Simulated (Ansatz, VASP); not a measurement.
# One calculation of MgS, two programs

File INCAR:

```
ALGO     = Normal         # electronic algorithm
EDIFF    = 1E-6           # SCF threshold, eV
ENCUT    = 520            # plane-wave cutoff, eV
ISIF     = 2              # what is computed and relaxed
ISMEAR   = 0              # smearing method
LASPH    = True           # aspherical terms in the spheres
LCHARG   = False          # write CHGCAR
LREAL    = False          # projectors in reciprocal space
LWAVE    = False          # write WAVECAR
NBANDS   = 11             # bands
NELM     = 100            # most SCF steps
PREC     = Accurate       # precision mode
SIGMA    = 0.05           # smearing width, eV
```

Contents of KPOINTS:

```
k-points
0
Gamma
  8 8 8
```

Contents of POSCAR:

```
MgS
1.0
    0.0000000000      2.9181136482      2.7906232461
    2.9181136482      0.0000000000      2.7906232461
    2.9181136482      2.9181136482      0.0000000000
Mg S
1 1
Direct
    0.0000000000      0.0000000000      0.0000000000
    0.7500000000      0.7500000000      0.7500000000
```

Input for Ansatz:

```yaml
crystal:
  lattice:
    - [0.0, 2.9181136482, 2.7906232461]
    - [2.9181136482, 0.0, 2.7906232461]
    - [2.9181136482, 2.9181136482, 0.0]
  atoms:
    - { symbol: Mg, position: [0.0, 0.0, 0.0] }
    - { symbol: S, position: [0.75, 0.75, 0.75] }
basis:
  ecutwfc: 420
kpoints:
  mp_grid: { grid: [8, 8, 8] }
hamiltonian:
  xc: lda
scf:
  occupations: { method: gaussian, width: 0.05 }
output:
  forces: true
  stress: true
  eigenvalues: true
```

Change from the starting cell: strain +0.030 along x and y, -0.015 along z, atoms carried along.

Alike in both runs: task single point; functional LDA; k mesh 8 × 8 × 8; occupations gaussian, width 0.05 eV; no spin polarisation.

|  | VASP | Ansatz |
| --- | --- | --- |
| version | VASP 6.6.1 | Ansatz 0.2.0 |
| potentials or method | VASP PAW LDA potentials, release 64 (Mg, S), cutoff 520 eV | scalar-relativistic, plane waves, PAW |
| valence electrons in the cell | 8 | 16 |

```csv
,VASP,Ansatz,Ansatz less VASP
gap on the k mesh at the Fermi level (eV),2.89,2.88,-0.009
least direct gap on the mesh (eV),2.89,2.88,-0.009
pressure (GPa),-4.7,-4.3,+0.33
"traceless stress, the component that is largest in VASP (GPa)",0.65,0.66,+0.011
```

LDA's correlation is that of Perdew and Zunger in VASP and of Perdew and Wang (1992) in Ansatz. VASP's potentials hold 8 valence electrons a cell and Ansatz's 16, so a difference there can come from the potentials and not from the codes.
